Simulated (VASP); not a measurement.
Set up this calculation in VASP 6.6.1, as the native input.

```yaml
Task: single point
Functional: PBE
Potentials_or_basis: VASP PAW PBE potentials, release 64 (K_sv, F)
Cutoff: 520 eV
k_mesh: 8 × 8 × 8
Occupations: gaussian, width 0.02 eV
Spin: no spin polarisation
Dipole_correction: no
Further_INCAR_settings: ALGO = Normal; EDIFF = 1e-07; NBANDS = 15
```

The structure of KF lies in POSCAR:

```
KF
1.0
    0.0000000000      2.6835256250      2.6835256250
    2.6835256250      0.0000000000      2.6835256250
    2.6835256250      2.6835256250      0.0000000000
K F
1 1
Direct
    0.0000000000      0.0000000000      0.0000000000
    0.5000000000      0.5000000000      0.5000000000
```

This cell differs from its parent crystal: strained.

The input as run:

INCAR

```
SYSTEM = KF
ALGO = Normal
EDIFF = 1E-7
ENCUT = 520
GGA = PE
ISIF = 2
ISMEAR = 0
LASPH = .TRUE.
LCHARG = .TRUE.
LELF = .TRUE.
LREAL = .FALSE.
LVHAR = .TRUE.
LWAVE = .FALSE.
NBANDS = 15
NELM = 80
PREC = Accurate
SIGMA = 0.02
```

KPOINTS

```
k-points
0
G
  8 8 8
  0 0 0
```

Potentials or basis: VASP PAW PBE potentials, release 64 (K_sv, F).

The run is started by

```console
$ cat potpaw_PBE.64/K_sv/POTCAR potpaw_PBE.64/F/POTCAR > POTCAR
$ mpirun -np 1 vasp_std > vasp.out
```

Results of the run:

| Property | Result |
| --- | --- |
| Pressure | 1.0 GPa |
| Band gap on the k mesh | 6.10 eV, direct |

Caveat: the cell differs from its parent crystal (strained).

Run time: 11 s on 1 thread of AMD EPYC 9R45 96-Core Processor (Zen 5), with other jobs on the host, peak memory 0.13 GiB.
